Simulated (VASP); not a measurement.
# La (Fm-3m) in VASP: notebook

La is run at these levels: r2SCAN; tasks: single point.

Everything below comes from runs of VASP 6.6.1. Logs are shortened: lines on timing, memory, paths and dates and some standing lists are left out, and cuts for length are marked.

### Step 1. The cell of the first run

Symmetry: Fm-3m, No. 225, cubic system. Conventional cell: a = 5.252 Å, b = 5.252 Å, c = 5.252 Å, α = 90.00°, β = 90.00°, γ = 90.00°. Within 4.9 Å of La (site symmetry m-3m) lie 12 La at 3.71 Å.

### Step 2. Single point, r2SCAN

Input file POSCAR:

```
La
1.0
    0.0000000000      2.6259782540      2.6259782540
    2.6259782540      0.0000000000      2.6259782540
    2.6259782540      2.6259782540      0.0000000000
La
1
Direct
    0.0000000000      0.0000000000      0.0000000000
```

Input file INCAR.step1:

```
SYSTEM = La
  ALGO = Normal
  EDIFF = 1E-4
  ENCUT = 520
  GGA = PE
  ISMEAR = -1
  LASPH = .True.
  LCHARG = .False.
  LREAL = .False.
  LWAVE = .True.
  NBANDS = 12
  NELM = 80
  PREC = Accurate
  SIGMA = 0.1
```

Input file INCAR.step2:

```
SYSTEM = La
  ALGO = Normal
  EDIFF = 1E-6
  ENCUT = 520
  ISIF = 2
  ISMEAR = -1
  ISTART = 1
  LASPH = .True.
  LCHARG = .False.
  LMIXTAU = .True.
  LREAL = .False.
  LWAVE = .False.
  METAGGA = R2SCAN
  NBANDS = 12
  NELM = 80
  PREC = Accurate
  SIGMA = 0.1
```

Input file KPOINTS:

```
k-points
0
Gamma
  11 11 11
  0 0 0
```

Potentials or basis: VASP PAW PBE potentials, release 64 (La).

Launch:

```bash
> cat potpaw_PBE.64/La/POTCAR > POTCAR
> cp INCAR.step1 INCAR
> mpirun -np 1 vasp_std > vasp.out
> cp INCAR.step2 INCAR
> mpirun -np 1 vasp_std > vasp.out
```

OUTCAR:

```text
SYSTEM = La
   EDIFF = 1E-6
   ENCUT = 520
   ISIF = 2
   ISMEAR = -1
   ISTART = 1
   LASPH = .True.
   LREAL = .False.
   METAGGA = R2SCAN
   NELM = 80
   PREC = Accurate

 ion  position               nearest neighbor table
   1  0.000  0.000  0.000-

  LATTYP: Found a face centered cubic cell.
 ALAT       =     5.2519565080

  Lattice vectors:

 A1 = (   0.0000000000,   2.6259782540,   2.6259782540)
 A2 = (   2.6259782540,   0.0000000000,   2.6259782540)
 A3 = (   2.6259782540,   2.6259782540,   0.0000000000)

Analysis of symmetry for initial positions (statically):
=====================================================================
 Subroutine PRICEL returns:
 Original cell was already a primitive cell.

 Routine SETGRP: Setting up the symmetry group for a
 face centered cubic supercell.

 Subroutine GETGRP returns: Found 48 space group operations
[... 9 lines left out ...]

 Routine SETGRP: Setting up the symmetry group for a
 face centered cubic supercell.

 Subroutine GETGRP returns: Found 48 space group operations
[... 11 lines left out ...]
                                     Primitive cell

  volume of cell :      36.2162

  direct lattice vectors                    reciprocal lattice vectors
     0.000000000  2.625978254  2.625978254    -0.190405233  0.190405233  0.190405233
     2.625978254  0.000000000  2.625978254     0.190405233 -0.190405233  0.190405233
     2.625978254  2.625978254  0.000000000     0.190405233  0.190405233 -0.190405233

  length of vectors
     3.713694061  3.713694061  3.713694061     0.329791537  0.329791537  0.329791537

  position of ions in fractional coordinates (direct lattice)
     0.000000000  0.000000000  0.000000000

  ion indices of the primitive-cell ions
   primitive index   ion index
                 1           1

----------------------------------------------------------------------------------------

 KPOINTS: k-points

Automatic generation of k-mesh.
 Grid dimensions read from file:
 generate k-points for:   11   11   11

 Generating k-lattice:

  Cartesian coordinates                     Fractional coordinates (reciprocal lattice)
    -0.017309567  0.017309567  0.017309567     0.090909091  0.000000000  0.000000000
     0.017309567 -0.017309567  0.017309567     0.000000000  0.090909091  0.000000000
     0.017309567  0.017309567 -0.017309567     0.000000000  0.000000000  0.090909091

  Length of vectors
     0.029981049  0.029981049  0.029981049

  Shift w.r.t. Gamma in fractional coordinates (k-lattice)
     0.000000000  0.000000000  0.000000000

 Subroutine IBZKPT returns following result:
 ===========================================

 Found     56 irreducible k-points:

 Following reciprocal coordinates:
            Coordinates               Weight
  0.000000  0.000000  0.000000      1.000000
  0.090909  0.000000  0.000000      8.000000
  0.181818  0.000000  0.000000      8.000000
  0.272727  0.000000  0.000000      8.000000
  0.363636  0.000000  0.000000      8.000000
  0.454545  0.000000  0.000000      8.000000
[... 16 lines left out ...]
 -0.272727  0.181818  0.000000     24.000000
 -0.181818  0.181818  0.000000     12.000000
 [... further k-points ...]
   k-points           NKPTS =     56   k-points in BZ     NKDIM =     56   number of bands    NBANDS=     12
   number of dos      NEDOS =    301   number of ions     NIONS =      1
   total plane-waves  NPLWV =  21952
   dimension x,y,z NGX =    28 NGY =   28 NGZ =   28
   dimension x,y,z NGXF=    56 NGYF=   56 NGZF=   56
   ions per type =               1
   NGX,Y,Z   is equivalent  to a cutoff of  12.53, 12.53, 12.53 a.u.
   NGXF,Y,Z  is equivalent  to a cutoff of  25.07, 25.07, 25.07 a.u.
 SYSTEM =  La
   PREC   = accura    normal or accurate (medium, high low for compatibility)
   ISTART =      1    job   : 0-new  1-cont  2-samecut
   ICHARG =      0    charge: 1-file 2-atom 10-const
   ISPIN  =      1    spin polarized calculation?
   LNONCOLLINEAR =      F non collinear calculations
   LSORBIT =      F    spin-orbit coupling
   LASPH  =      T    aspherical Exc in radial PAW
   ENCUT  =  520.0 eV  38.22 Ry    6.18 a.u.   6.91  6.91  6.91*2*pi/ulx,y,z
   NELM   =     80;   NELMIN=  2; NELMDL=  0     # of ELM steps
   EDIFF  = 0.1E-05   stopping-criterion for ELM
   LREAL  =      F    real-space projection
   EDIFFG = 0.1E-04   stopping-criterion for IOM
   NSW    =      0    number of steps for IOM
   IBRION =     -1    ionic relax: 0-MD 1-quasi-New 2-CG
   NFREE  =      0    steps in history (QN), initial steepest desc. (CG)
   ISIF   =      2    stress and relaxation
   ISYM   =      2    0-nonsym 1-usesym 2-fastsym
   POTIM  = 0.5000    time-step for ionic-motion
   TEBEG  =    0.0;   TEEND  =   0.0 temperature during run
   PSTRESS=    0.0 pullay stress
   NELECT =      11.0000    total number of electrons
   NUPDOWN=      -1.0000    fix difference up-down
   EMIN   =  10.00;   EMAX   =-10.00  energy-range for DOS
[... 104 lines left out ...]
      3      -8.4241      2.00000
      4      -8.4241      2.00000
      5       6.4946      2.00000
      6       9.6227      0.00000
      7       9.7746      0.00000
      8       9.7746      0.00000
      9       9.9600      0.00000
     10      10.4262      0.00000
     11      10.4262      0.00000
     12      10.9709      0.00000

 k-point     6 :       0.4545    0.0000    0.0000
  band No.  band energies     occupation
      1     -25.5809      2.00000
      2      -9.7935      2.00000
      3      -8.4527      2.00000
      4      -8.4527      2.00000
      5       6.4315      2.00000
      6       9.6666      0.00000
      7       9.6666      0.00000
      8       9.7802      0.00000
      9      10.3012      0.00000
     10      10.4387      0.00000
     11      10.4387      0.00000
     12      10.9271      0.00000

 k-point     7 :       0.0909    0.0909    0.0000
  band No.  band energies     occupation
      1     -25.7876      2.00000
      2      -8.4011      2.00000
      3      -8.3094      2.00000
      4      -8.3094      2.00000
      5       5.2767      2.00000
      6       9.0749      0.00030
      7       9.9936      0.00000
      8       9.9936      0.00000
      9      10.2267      0.00000
     10      10.3521      0.00000
     11      10.4383      0.00000
     12      10.4383      0.00000

 k-point     8 :       0.1818    0.0909    0.0000
  band No.  band energies     occupation
      1     -25.7489      2.00000
      2      -8.6682      2.00000
      3      -8.3629      2.00000
      4      -8.3400      2.00000
      5       5.8135      2.00000
      6       8.6531      0.02047
      7       9.8932      0.00000
      8      10.0754      0.00000
      9      10.2083      0.00000
     10      10.4102      0.00000
     11      10.4818      0.00000
     12      10.6490      0.00000
[... 166 lines left out ...]
 k-point    20 :       0.4545    0.1818    0.0000
  band No.  band energies     occupation
      1     -25.5683      2.00000
      2      -9.5786      2.00000
      3      -8.6954      2.00000
      4      -8.5688      2.00000
      5       7.0641      1.99998
      6       8.3451      0.36734
      7       9.2566      0.00005
      8      10.1715      0.00000
      9      10.4884      0.00000
     10      10.4969      0.00000
     11      10.6372      0.00000
     12      10.8630      0.00000

 k-point    21 :      -0.4545    0.1818    0.0000
  band No.  band energies     occupation
      1     -25.5473      2.00000
      2      -9.6722      2.00000
      3      -8.7837      2.00000
      4      -8.5474      2.00000
      5       7.1450      1.99995
      6       8.3026      0.51232
      7       9.7745      0.00000
      8      10.0785      0.00000
      9      10.4000      0.00000
     10      10.4518      0.00000
     11      10.6732      0.00000
     12      10.9103      0.00000

 k-point    22 :      -0.3636    0.1818    0.0000
  band No.  band energies     occupation
      1     -25.5596      2.00000
      2      -9.6036      2.00000
      3      -8.8183      2.00000
      4      -8.4933      2.00000
      5       7.3040      1.99973
      6       8.3992      0.23173
      7       9.5960      0.00000
      8      10.0299      0.00000
      9      10.3898      0.00000
     10      10.3959      0.00000
     11      10.6829      0.00000
     12      10.8964      0.00000

 k-point    23 :      -0.2727    0.1818    0.0000
  band No.  band energies     occupation
      1     -25.6008      2.00000
      2      -9.4057      2.00000
      3      -8.7724      2.00000
      4      -8.4227      2.00000
      5       7.4189      1.99916
      6       8.7194      0.01060
      7       8.7534      0.00756
      8      10.0561      0.00000
      9      10.2933      0.00000
     10      10.5102      0.00000
     11      10.6511      0.00000
     12      10.9186      0.00000

 k-point    24 :      -0.1818    0.1818    0.0000
  band No.  band energies     occupation
      1     -25.6573      2.00000
      2      -9.1573      2.00000
      3      -8.6344      2.00000
      4      -8.3576      2.00000
      5       7.0209      1.99998
      6       8.3570      0.33294
      7       9.2186      0.00007
      8      10.1420      0.00000
      9      10.1609      0.00000
     10      10.5436      0.00000
     11      10.5733      0.00000
     12      10.8690      0.00000

 [... further k-points ...]
[... 5 lines left out ...]
  --------------------------------------------------------------------------------------
  -------------------------------------------------------------------------------------
  Total        0.1478409      0.1478409      0.1478409     -0.0000000     -0.0000000     -0.0000000
  in kB        6.5403643      6.5403643      6.5403643     -0.0000000     -0.0000000     -0.0000000
  external PRESSURE =       6.5403643 kB  Pullay stress =       0.0000000 kB

 VOLUME and BASIS-vectors are now :
 -----------------------------------------------------------------------------
  energy-cutoff  :      520.00
  volume of cell :       36.22
      direct lattice vectors                 reciprocal lattice vectors
     0.000000000  2.625978254  2.625978254    -0.190405233  0.190405233  0.190405233
     2.625978254  0.000000000  2.625978254     0.190405233 -0.190405233  0.190405233
     2.625978254  2.625978254  0.000000000     0.190405233  0.190405233 -0.190405233

 POSITION                                       TOTAL-FORCE (eV/Angst)
 -----------------------------------------------------------------------------------
      0.00000      0.00000      0.00000         0.000000      0.000000      0.000000
 -----------------------------------------------------------------------------------
    total drift:                               -0.000000      0.000000     -0.000000

  FREE ENERGIE OF THE ION-ELECTRON SYSTEM (eV)
  ---------------------------------------------------
  free  energy   TOTEN  =       -29.7576872620 eV

  energy  without entropy=      -29.7035696100  energy(sigma->0) =      -29.73062844
```

It took 94 s on 1 thread of Intel Xeon Platinum 8488C (Sapphire Rapids), shared host; peak memory 0.19 GiB.

What came out:

```yaml
Free_energy: -29.7577 eV
Pressure: 0.7 GPa
```

Levels at points of the mesh, in eV from the Fermi level:
```csv
k point,band 3,band 4,band 5,band 6,band 7,band 8
"(0.00, 0.00, 0.00)",-16.46,-16.46,-3.27,1.56,1.70,1.70
```

Caveat: the PAW data sets were made with another functional, which shifts forces and pressure a little; spin-orbit coupling is left out, which moves the levels of the heavy elements.

### Step 3. Single point, r2SCAN

This run uses another cell than the first one, of 37.32 Å³/atom, 1.031 times its volume.

Input file POSCAR:

```
La
1.0
    0.0000000000      2.6525050823      2.6525050823
    2.6525050823      0.0000000000      2.6525050823
    2.6525050823      2.6525050823      0.0000000000
La
1
Direct
    0.0000000000      0.0000000000      0.0000000000
```

Input file INCAR.step1:

```
SYSTEM = La
ALGO = Normal
EDIFF = 1E-4
ENCUT = 520
GGA = PE
ISMEAR = -1
LASPH = .TRUE.
LCHARG = .FALSE.
LREAL = .FALSE.
LWAVE = .TRUE.
NBANDS = 12
NELM = 80
PREC = Accurate
SIGMA = 0.1
```

Input file INCAR.step2:

```
SYSTEM = La
ALGO = Normal
EDIFF = 1E-7
ENCUT = 520
ISIF = 2
ISMEAR = -1
ISTART = 1
LASPH = .TRUE.
LCHARG = .TRUE.
LELF = .TRUE.
LMIXTAU = .TRUE.
LREAL = .FALSE.
LVHAR = .TRUE.
LWAVE = .FALSE.
METAGGA = R2SCAN
NBANDS = 12
NELM = 80
PREC = Accurate
SIGMA = 0.1
```

Input file KPOINTS:

```
k-points
0
G
  11 11 11
  0 0 0
```

Potentials or basis: VASP PAW PBE potentials, release 64 (La).

Launch:

```bash
> cat potpaw_PBE.64/La/POTCAR > POTCAR
> cp INCAR.step1 INCAR
> mpirun -np 1 vasp_std > vasp.out
> cp INCAR.step2 INCAR
> mpirun -np 1 vasp_std > vasp.out
```

Wall time 1.9 min (1 thread of Intel Xeon Platinum 8488C (Sapphire Rapids), shared host); peak memory 0.19 GiB.

Results (log left out):

```yaml
Free_energy: -29.7598 eV
Pressure: -0.1 GPa
```

Levels at points of the mesh, in eV from the Fermi level:
```tsv
k point	band 2	band 3	band 4	band 5	band 6	band 7	band 8	band 9
(0.00, 0.00, 0.00)	-16.56	-16.56	-16.56	-3.31	1.54	1.68	1.68	1.68
```

Caveat: the PAW data sets were made with another functional, which shifts forces and pressure a little; spin-orbit coupling is left out, which moves the levels of the heavy elements.

### Step 4. Single point, r2SCAN

This run uses another cell than the first one, of 37.32 Å³/atom, 1.031 times its volume.

POSCAR is that of step 3.

Input file INCAR.step1:

```
PREC = Accurate ; ENCUT = 520
ISMEAR = -1 ; SIGMA = 0.1
LREAL = F ; LASPH = T
NELM = 60 ; NBANDS = 12
GGA = PE ; ALGO = Normal
EDIFF = 1E-4 ; LWAVE = T
LCHARG = F
```

Input file INCAR.step2:

```
PREC = Accurate ; ENCUT = 520
EDIFF = 1E-6 ; ISMEAR = -1
SIGMA = 0.1 ; LREAL = F
LASPH = T ; NELM = 60
ALGO = Normal ; ISIF = 2
LWAVE = F ; LCHARG = F
METAGGA = R2SCAN ; LMIXTAU = T
NBANDS = 12 ; ISTART = 1
```

Input file KPOINTS:

```
Automatic mesh
0
Gamma
  11 11 11
```

Launch:

```bash
> cat potpaw_PBE.64/La/POTCAR > POTCAR
> cp INCAR.step1 INCAR
> mpirun -np 1 vasp_std > vasp.out
> cp INCAR.step2 INCAR
> mpirun -np 1 vasp_std > vasp.out
```

Run time: 93 s. Hardware: 1 thread of Intel Xeon Platinum 8488C (Sapphire Rapids), shared host; peak memory 0.19 GiB.

Results (log left out):

```yaml
Free_energy: -29.7598 eV
Pressure: -0.1 GPa
```

Levels at points of the mesh, in eV from the Fermi level:
```
           k point  band 2  band 3  band 4  band 5  band 6  band 7  band 8  band 9
(0.00, 0.00, 0.00)  -16.56  -16.56  -16.56   -3.31    1.54    1.68    1.68    1.68
```

Caveat: the PAW data sets were made with another functional, which shifts forces and pressure a little; spin-orbit coupling is left out, which moves the levels of the heavy elements.

### Step 5. Single point, r2SCAN

This run uses another cell than the first one, of 38.43 Å³/atom, 1.061 times its volume.

Input file POSCAR:

```
La
1.0
    0.0000000000      2.6785116925      2.6785116925
    2.6785116925      0.0000000000      2.6785116925
    2.6785116925      2.6785116925      0.0000000000
La
1
Direct
    0.0000000000      0.0000000000      0.0000000000
```

Input file INCAR.step1:

```
SYSTEM = La
PREC = Accurate
ENCUT = 520
ISMEAR = -1
SIGMA = 0.1
LREAL = .False.
LASPH = .True.
NELM = 100
NBANDS = 12
GGA = PE
ALGO = Normal
EDIFF = 1E-4
LWAVE = .True.
LCHARG = .False.
```

Input file INCAR.step2:

```
SYSTEM = La
PREC = Accurate
ENCUT = 520
EDIFF = 1E-6
ISMEAR = -1
SIGMA = 0.1
LREAL = .False.
LASPH = .True.
NELM = 100
ALGO = Normal
ISIF = 2
LWAVE = .False.
LCHARG = .False.
METAGGA = R2SCAN
LMIXTAU = .True.
NBANDS = 12
ISTART = 1
```

Input file KPOINTS:

```
regular mesh
0
Gamma
  11 11 11
  0 0 0
```

Launch:

```bash
> cat potpaw_PBE.64/La/POTCAR > POTCAR
> cp INCAR.step1 INCAR
> mpirun -np 1 vasp_std > vasp.out
> cp INCAR.step2 INCAR
> mpirun -np 1 vasp_std > vasp.out
```

It took 92 s on 1 thread of Intel Xeon Platinum 8488C (Sapphire Rapids), shared host; peak memory 0.19 GiB.

Results (log left out):

* Free energy: -29.7571 eV
* Pressure: -0.7 GPa

Levels at points of the mesh, in eV from the Fermi level:
```csv
k point,band 3,band 4,band 5,band 6,band 7,band 8
"(0.00, 0.00, 0.00)",-16.66,-16.66,-3.33,1.52,1.65,1.65
```

Caveat: the PAW data sets were made with another functional, which shifts forces and pressure a little; spin-orbit coupling is left out, which moves the levels of the heavy elements.

### Step 6. Single point, r2SCAN

This run uses another cell than the first one, of 38.43 Å³/atom, 1.061 times its volume.

POSCAR is that of step 5.

Input file INCAR.step1:

```
PREC = Accurate
ENCUT = 520
ISMEAR = -1
SIGMA = 0.1
LREAL = F
LASPH = T
NELM = 60
NBANDS = 12
GGA = PE
ALGO = Normal
EDIFF = 1E-4
LWAVE = T
LCHARG = F
```

Input file INCAR.step2:

```
PREC = Accurate
ENCUT = 520
EDIFF = 1E-6
ISMEAR = -1
SIGMA = 0.1
LREAL = F
LASPH = T
NELM = 60
ALGO = Normal
ISIF = 2
LWAVE = F
LCHARG = F
METAGGA = R2SCAN
LMIXTAU = T
NBANDS = 12
ISTART = 1
```

Input file KPOINTS:

```
Automatic mesh
0
Gamma
  11 11 11
```

Potentials or basis: VASP PAW PBE potentials, release 64 (La).

Launch:

```bash
> cat potpaw_PBE.64/La/POTCAR > POTCAR
> cp INCAR.step1 INCAR
> mpirun -np 1 vasp_std > vasp.out
> cp INCAR.step2 INCAR
> mpirun -np 1 vasp_std > vasp.out
```

It took 91 s on 1 thread of Intel Xeon Platinum 8488C (Sapphire Rapids), shared host; peak memory 0.2 GiB.

It converged, with:

```
Free energy : -29.7571 eV
Pressure    : -0.7 GPa
```

Levels at points of the mesh, in eV from the Fermi level:
```
           k point  band 1  band 2  band 3  band 4  band 5  band 6  band 7  band 8  band 9  band 10
(0.00, 0.00, 0.00)  -34.09  -16.66  -16.66  -16.66   -3.33    1.52    1.65    1.65    1.65     2.07
```

Caveat: the PAW data sets were made with another functional, which shifts forces and pressure a little; spin-orbit coupling is left out, which moves the levels of the heavy elements.

### Step 7. Summary

```csv
cell,gap on the mesh (eV),pressure (GPa)
"a = 3.714 Å, angles 60.0°, 1 atom",none,0.7
"a = 3.751 Å, angles 60.0°, 1 atom",none,-0.1
"a = 3.788 Å, angles 60.0°, 1 atom",none,-0.7
```

Alike in all rows: task single point; level r2SCAN; potentials or basis VASP PAW PBE potentials, release 64 (La); no spin polarisation; k mesh 11 × 11 × 11; cutoff (eV) 520; smearing fermi-dirac 0.1 eV.

Caveats: the PAW data sets were made with another functional, which shifts forces and pressure a little; spin-orbit coupling is left out, which moves the levels of the heavy elements.

Total energies depend on the potentials used, so only differences within one code and one set of settings carry meaning.
